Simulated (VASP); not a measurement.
# ZnO (zincite) (P6_3mc) in VASP: notebook

The runs below take ZnO (zincite) through relaxation of cell and atoms, single point, with revPBE+D4, PBE.

Everything below comes from runs of VASP 6.6.1. Logs are shortened: lines on timing, memory, paths and dates and some standing lists are left out, and cuts for length are marked.

## 1. The cell of the first run

Symmetry: P6_3mc, No. 186, hexagonal system. The conventional cell has a = 3.249 Å, b = 3.249 Å, c = 5.206 Å, α = 90.00°, β = 90.00°, γ = 120.00°. Zn (site symmetry 3m) has 4 O at 1.97 to 1.98 Å within 2.6 Å. Within 2.6 Å of O (site symmetry 3m) lie 4 Zn at 1.97 to 1.98 Å.

## 2. Relaxation of cell and atoms, revPBE+D4

Input file INCAR:

```
PREC = Accurate
ENCUT = 600
EDIFF = 1E-7
ISMEAR = -1
SIGMA = 0.05
LREAL = F
LASPH = T
NELM = 80
ALGO = Normal
ISIF = 3
LWAVE = F
LCHARG = F
GGA = RE
IVDW = 13
IBRION = 2
NSW = 60
EDIFFG = -0.01
```

Input file KPOINTS:

```
regular mesh
0
Gamma
  7 7 4
```

Input file POSCAR:

```
ZnO
1.0
    3.2493080000      0.0000000000      0.0000000000
   -1.6246540000      2.8139832727      0.0000000000
    0.0000000000      0.0000000000      5.2057090000
Zn O
2 2
Direct
    0.6666666667      0.3333333333      0.0000000000
    0.3333333333      0.6666666667      0.5000000000
    0.3333333333      0.6666666667      0.8790100000
    0.6666666667      0.3333333333      0.3790100000
```

Potentials or basis: VASP PAW PBE potentials, release 64 (Zn, O).

Command:

```
cat potpaw_PBE.64/Zn/POTCAR potpaw_PBE.64/O/POTCAR > POTCAR
mpirun -np 1 vasp_std > vasp.out
```

OUTCAR:

```text
PREC = Accurate
   ENCUT = 600
   EDIFF = 1E-7
   ISMEAR = -1
   LREAL = F
   LASPH = T
   NELM = 80
   ISIF = 3
   GGA = RE
   IVDW = 13
   IBRION = 2
   NSW = 60
   EDIFFG = -0.01

 ion  position               nearest neighbor table
   1  0.667  0.333  0.000-   4 1.97   3 1.98   3 1.98   3 1.98
   2  0.333  0.667  0.500-   3 1.97   4 1.98   4 1.98   4 1.98
   3  0.333  0.667  0.879-   2 1.97   1 1.98   1 1.98   1 1.98
   4  0.667  0.333  0.379-   1 1.97   2 1.98   2 1.98   2 1.98

  LATTYP: Found a hexagonal cell.
 ALAT       =     3.2493080000
 C/A-ratio  =     1.6020977390

  Lattice vectors:

 A1 = (   3.2493080000,   0.0000000000,   0.0000000000)
 A2 = (  -1.6246540000,   2.8139832727,   0.0000000000)
 A3 = (   0.0000000000,   0.0000000000,   5.2057090000)

Analysis of symmetry for initial positions (statically):
=====================================================================
 Subroutine PRICEL returns:
 Original cell was already a primitive cell.

 Routine SETGRP: Setting up the symmetry group for a
 hexagonal supercell.

 Subroutine GETGRP returns: Found 12 space group operations
 (whereof  6 operations were pure point group operations)
 out of a pool of 24 trial point group operations.

The static configuration has the point symmetry C_3v.
 The point group associated with its full space group is C_6v.

Analysis of symmetry for dynamics (positions and initial velocities):
=====================================================================
 Subroutine PRICEL returns:
 Original cell was already a primitive cell.

 Routine SETGRP: Setting up the symmetry group for a
 hexagonal supercell.

 Subroutine GETGRP returns: Found 12 space group operations
 (whereof  6 operations were pure point group operations)
 out of a pool of 24 trial point group operations.

The dynamic configuration has the point symmetry C_3v.
 The point group associated with its full space group is C_6v.

 Subroutine INISYM returns: Found 12 space group operations
 (whereof  6 operations are pure point group operations),
 and found     1 'primitive' translations

----------------------------------------------------------------------------------------

                                     Primitive cell

  volume of cell :      47.5984

  direct lattice vectors                    reciprocal lattice vectors
     3.249308000  0.000000000  0.000000000     0.307757836  0.177684070  0.000000000
    -1.624654000  2.813983273  0.000000000     0.000000000  0.355368139  0.000000000
     0.000000000  0.000000000  5.205709000     0.000000000  0.000000000  0.192096792

  length of vectors
     3.249308000  3.249308000  5.205709000     0.355368139  0.355368139  0.192096792

  position of ions in fractional coordinates (direct lattice)
     0.666666667  0.333333333  0.000000000
     0.333333333  0.666666667  0.500000000
     0.333333333  0.666666667  0.879010000
     0.666666667  0.333333333  0.379010000

  ion indices of the primitive-cell ions
   primitive index   ion index
                 1           1
                 2           2
                 3           3
                 4           4

----------------------------------------------------------------------------------------

 KPOINTS: regular mesh

Automatic generation of k-mesh.
 Grid dimensions read from file:
 generate k-points for:    7    7    4

 Generating k-lattice:

  Cartesian coordinates                     Fractional coordinates (reciprocal lattice)
     0.043965405  0.025383439  0.000000000     0.142857143  0.000000000  0.000000000
     0.000000000  0.050766877  0.000000000     0.000000000  0.142857143  0.000000000
     0.000000000  0.000000000  0.048024198     0.000000000  0.000000000  0.250000000

  Length of vectors
     0.050766877  0.050766877  0.048024198

  Shift w.r.t. Gamma in fractional coordinates (k-lattice)
     0.000000000  0.000000000  0.000000000

 Subroutine IBZKPT returns following result:
 ===========================================

 Found     24 irreducible k-points:

 Following reciprocal coordinates:
            Coordinates               Weight
  0.000000  0.000000  0.000000      1.000000
  0.142857  0.000000  0.000000      6.000000
  0.285714  0.000000  0.000000      6.000000
  0.428571 -0.000000  0.000000      6.000000
  0.142857  0.142857  0.000000      6.000000
  0.285714  0.142857  0.000000     12.000000
[... 16 lines left out ...]
  0.428571  0.142857  0.500000      6.000000
  0.285714  0.285714  0.500000      6.000000
   k-points           NKPTS =     24   k-points in BZ     NKDIM =     24   number of bands    NBANDS=     22
   number of dos      NEDOS =    301   number of ions     NIONS =      4
   total plane-waves  NPLWV =  32928
   dimension x,y,z NGX =    28 NGY =   28 NGZ =   42
   dimension x,y,z NGXF=    56 NGYF=   56 NGZF=   84
   ions per type =               2   2
   NGX,Y,Z   is equivalent  to a cutoff of  14.33, 14.33, 13.41 a.u.
   NGXF,Y,Z  is equivalent  to a cutoff of  28.65, 28.65, 26.83 a.u.
 SYSTEM =  unknown system
   PREC   = accura    normal or accurate (medium, high low for compatibility)
   ISTART =      0    job   : 0-new  1-cont  2-samecut
   ICHARG =      2    charge: 1-file 2-atom 10-const
   ISPIN  =      1    spin polarized calculation?
   LNONCOLLINEAR =      F non collinear calculations
   LSORBIT =      F    spin-orbit coupling
   LASPH  =      T    aspherical Exc in radial PAW
   ENCUT  =  600.0 eV  44.10 Ry    6.64 a.u.   6.49  6.49 10.40*2*pi/ulx,y,z
   NELM   =     80;   NELMIN=  2; NELMDL= -5     # of ELM steps
   EDIFF  = 0.1E-06   stopping-criterion for ELM
   LREAL  =      F    real-space projection
   EDIFFG = -.1E-01   stopping-criterion for IOM
   NSW    =     60    number of steps for IOM
   IBRION =      2    ionic relax: 0-MD 1-quasi-New 2-CG
   NFREE  =      1    steps in history (QN), initial steepest desc. (CG)
   ISIF   =      3    stress and relaxation
   ISYM   =      2    0-nonsym 1-usesym 2-fastsym
   POTIM  = 0.5000    time-step for ionic-motion
   TEBEG  =    0.0;   TEEND  =   0.0 temperature during run
   PSTRESS=    0.0 pullay stress
   NELECT =      36.0000    total number of electrons
   NUPDOWN=      -1.0000    fix difference up-down
   EMIN   =  10.00;   EMAX   =-10.00  energy-range for DOS
   EFERMI =   0.00;   METHOD = LEGACY
   ISMEAR =    -1;   SIGMA  =   0.05  broadening in eV -4-tet -1-fermi 0-gaus
   EFERMI_NEDOS =   21; number of points for ismear=-14 and -15
   IALGO  =     38    algorithm
   IMIX   =      4    mixing-type and parameters
     AMIX     =   0.40;   BMIX     =  1.00
     AMIX_MAG =   1.60;   BMIX_MAG =  1.00
  volume/ion in A,a.u.               =      11.90        80.30
  Fermi-wavevector in a.u.,A,eV,Ry     =   1.491574  2.818667 30.270160  2.224794
  Thomas-Fermi vector in A             =   2.604212
   LORBIT       =      0    0 simple, 1 ext, 2 COOP (PROOUT), +10 PAW based schemes
   GGA     = RE    functional components
   LHFCALC =     F    Hartree Fock is set to
   AEXX    =    0.0000 exact exchange contribution
   IVDW    =    13    specifies the selected vdW correction
   LEPSILON=     F    determine dielectric tensor
   LRPA    =     F    only Hartree local field effects (RPA)
 conjugate gradient relaxation of ions
 non-spin polarized calculation
  energy-cutoff  :      600.00
  volume of cell :       47.60
 maximum number of plane-waves:      1616
 NGX is ok and might be reduce to    28
   NGX = 13   NGY = 13   NGZ = 21

--------------------------------------- Ionic step        1  -------------------------------------------

 number of electron      36.0000008 magnetization

 Free energy of the ion-electron system (eV)
  ---------------------------------------------------
  ext. energy  EPLUGINS =         0.00000000
  ---------------------------------------------------
  free energy    TOTEN  =       -16.47888823 eV

  energy without entropy =      -16.47888474  energy(sigma->0) =      -16.47888649

------------------------ aborting loop because EDIFF is reached ----------------------------------------

  DFT-D4 for vdW energy calculation

  Edisp (eV):   -1.85114

  FORCE on cell =-STRESS in cart. coord.  units (eV):
  Direction    XX          YY          ZZ          XY          YZ          ZX
  --------------------------------------------------------------------------------------
  -------------------------------------------------------------------------------------
  Total       0.41115     0.41115     0.94933     0.00000     0.00000     0.00000
  in kB      13.83950    13.83950    31.95480     0.00000     0.00000     0.00000
  external pressure =       19.88 kB  Pullay stress =        0.00 kB

 VOLUME and BASIS-vectors are now :
 -----------------------------------------------------------------------------
  energy-cutoff  :      600.00
  volume of cell :       47.60
      direct lattice vectors                 reciprocal lattice vectors
     3.249308000  0.000000000  0.000000000     0.307757836  0.177684070  0.000000000
    -1.624654000  2.813983273  0.000000000     0.000000000  0.355368139  0.000000000
     0.000000000  0.000000000  5.205709000     0.000000000  0.000000000  0.192096792
[... 253 lines left out ...]
 POSITION                                       TOTAL-FORCE (eV/Angst)
 -----------------------------------------------------------------------------------
      1.62847      0.94020      5.25350         0.000000      0.000000      0.013940
     -0.00000      1.88039      2.62618         0.000000      0.000000      0.013940
     -0.00000      1.88039      4.62001        -0.000000     -0.000000     -0.013940
      1.62847      0.94020      1.99269         0.000000     -0.000000     -0.013940
 -----------------------------------------------------------------------------------
    total drift:                                0.000000      0.000000      0.000147

  FREE ENERGIE OF THE ION-ELECTRON SYSTEM (eV)
  ---------------------------------------------------
  free  energy   TOTEN  =       -18.3353934696 eV

  energy  without entropy=      -18.3353889353  energy(sigma->0) =      -18.33539120

--------------------------------------- Ionic step        8  -------------------------------------------

 number of electron      36.0000014 magnetization

 Free energy of the ion-electron system (eV)
  ---------------------------------------------------
  ext. energy  EPLUGINS =         0.00000000
  ---------------------------------------------------
  free energy    TOTEN  =       -16.51402001 eV

  energy without entropy =      -16.51401540  energy(sigma->0) =      -16.51401771

 E-fermi :   1.6559     XC(G=0): -10.6453

 val. band max:        1.2150460802   @ k =   0.0000   0.0000   0.0000
 cond. band min:       2.0395718456   @ k =   0.0000   0.0000   0.0000
 fundamental gap:      0.8245257654
 Fermi energy:         1.6558717681

 k-point     1 :       0.0000    0.0000    0.0000
  band No.  band energies     occupation
      1     -16.8324      2.00000
      2     -16.1464      2.00000
      3      -4.4060      2.00000
      4      -4.4060      2.00000
      5      -4.3685      2.00000
      6      -4.3044      2.00000
[... 14 lines left out ...]
     21       9.4349      0.00000
     22      14.1346      0.00000
[... 599 lines left out ...]
 POSITION                                       TOTAL-FORCE (eV/Angst)
 -----------------------------------------------------------------------------------
      1.62786      0.93984      0.00075        -0.000000      0.000000      0.000403
     -0.00000      1.87969      2.63022        -0.000000      0.000000      0.000403
     -0.00000      1.87969      4.62190        -0.000000     -0.000000     -0.000403
      1.62786      0.93984      1.99244         0.000000     -0.000000     -0.000403
 -----------------------------------------------------------------------------------
    total drift:                                0.000000      0.000000     -0.000533

  FREE ENERGIE OF THE ION-ELECTRON SYSTEM (eV)
  ---------------------------------------------------
  free  energy   TOTEN  =       -18.3354317267 eV

  energy  without entropy=      -18.3354271161  energy(sigma->0) =      -18.33542942

 reached required accuracy - stopping structural energy minimisation
```

Run time: 2.4 min. Hardware: 1 thread of AMD EPYC 7R43 (Zen 3), shared host; peak memory 0.16 GiB.

Results:

```
Free energy                            : -18.3354 eV
Relaxed volume                         : 12.07 Å³/atom
Relaxed cell                           : a = 3.256 Å, b = 3.256 Å, c = 5.259 Å, α = 90.00°, β = 90.00°, γ = 120.00°
Space group after relaxing (to 0.05 Å) : P6_3mc (No. 186)
Energy gained by relaxing              : 1.4 meV/atom
Ionic steps                            : 8
Pressure after relaxing                : 0.0 GPa
Band gap on the k mesh                 : 0.82 eV, direct
Dispersion energy per atom             : -0.455 eV
```

The path:
```tsv
step	energy change (eV)	largest force (eV/Å)	pressure (GPa)	volume (Å³)
1	0.0000	0.0713	1.99	47.60
2	-0.0042	0.0364	-0.93	48.62
3	-0.0053	0.0059	-0.04	48.29
4	-0.0053	0.0072	-0.05	48.31
5	-0.0053	0.0121	-0.02	48.29
6	-0.0053	0.0182	0.04	48.27
7	-0.0054	0.0139	0.03	48.27
8	-0.0054	0.0004	0.02	48.27
```

Final structure:
```cif
data_structure
_symmetry_space_group_name_H-M 'P 1'
_symmetry_Int_Tables_number 1
_cell_length_a 3.2557
_cell_length_b 3.2557
_cell_length_c 5.2589
_cell_angle_alpha 90.000
_cell_angle_beta 90.000
_cell_angle_gamma 120.000
_cell_volume 48.27
loop_
_atom_site_label
_atom_site_type_symbol
_atom_site_fract_x
_atom_site_fract_y
_atom_site_fract_z
_atom_site_occupancy
Zn1 Zn 0.66667 0.33333 0.00014 1
Zn2 Zn 0.33333 0.66667 0.50014 1
O1 O 0.33333 0.66667 0.87887 1
O2 O 0.66667 0.33333 0.37887 1
```

Caveat: the PAW data sets were made with another functional, which shifts forces and pressure a little.

(Part 1 of 3 ends here.)
